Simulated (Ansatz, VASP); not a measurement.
## Os: VASP beside Ansatz

INCAR

```
PREC     = Accurate       # precision mode
ENCUT    = 520            # plane-wave cutoff, eV
EDIFF    = 1E-7           # SCF threshold, eV
ISMEAR   = 1              # smearing method
SIGMA    = 0.05           # smearing width, eV
LREAL    = False          # projectors in reciprocal space
LASPH    = True           # aspherical terms in the spheres
NELM     = 150            # most SCF steps
ALGO     = Fast           # electronic algorithm
ISIF     = 2              # what is computed and relaxed
LWAVE    = False          # write WAVECAR
LCHARG   = True           # write CHGCAR
ISPIN    = 2              # spin polarisation
MAGMOM   = 1              # initial moments
LORBIT   = 11             # projections on sites
LMAXMIX  = 4              # l up to which the mixer works
GGA      = VW             # functional
LELF     = True           # ELF
LVHAR    = True         
NBANDS   = 14             # bands
```

File KPOINTS:

```
regular mesh
0
Gamma
  12 12 12
```

Contents of POSCAR:

```
Os
1.0
    0.0000000000      1.9705950404      1.9705950404
    1.9705950404      0.0000000000      1.9705950404
    1.9705950404      1.9705950404      0.0000000000
Os
1
Direct
    0.0000000000      0.0000000000      0.0000000000
```

Contents of input.yaml:

```yaml
crystal:
  lattice:
    - [0.0, 1.9705950404, 1.9705950404]
    - [1.9705950404, 0.0, 1.9705950404]
    - [1.9705950404, 1.9705950404, 0.0]
  atoms:
    - { symbol: Os, position: [0.0, 0.0, 0.0], spin: 1.0 }
kpoints:
  mp_grid: { grid: [12, 12, 12] }
scf:
  occupations: { method: methfessel_paxton, width: 0.05 }
hamiltonian:
  xc: { exchange: slater, correlation: vwn5 }
  pseudopotentials:
    kind: all_electron
    lapw: { basis_error: 0.001 }
    nuclear_model: point
magnetization:
  spin_polarized: true
output:
  forces: true
  stress: true
  eigenvalues: true
```

Change from the starting cell: volume scaled by 1.04.

Alike in both runs: task single point; functional SVWN5; k mesh 12 × 12 × 12; occupations methfessel-paxton of order 1, width 0.05 eV; collinear spin.

```csv
,VASP,Ansatz
version,VASP 6.6.1,Ansatz 0.2.0
potentials or method,"VASP PAW PBE potentials, release 64 (Os), cutoff 520 eV","all-electron LAPW, point nuclei"
```

Ansatz gave:

```
gap on the k mesh at the Fermi level (eV) : none
pressure (GPa)                            : -37.1
net moment per atom (μB)                  : 0.00
```

What did VASP give for the same quantities?

gap on the k mesh at the Fermi level (eV): none; pressure (GPa): -36.7; net moment per atom (μB): 0.03.

VASP's potentials were made for PBE, not for SVWN5. A gap of «none» marks a metal or a gap that the smearing closes. Both programs put the cell under strong tension, so it lies far from rest at this level. Ansatz ran all-electron here, and VASP with PAW potentials.

Neither program's run includes spin-orbit coupling. Noted on VASP's run: the cell as given lies far from equilibrium.
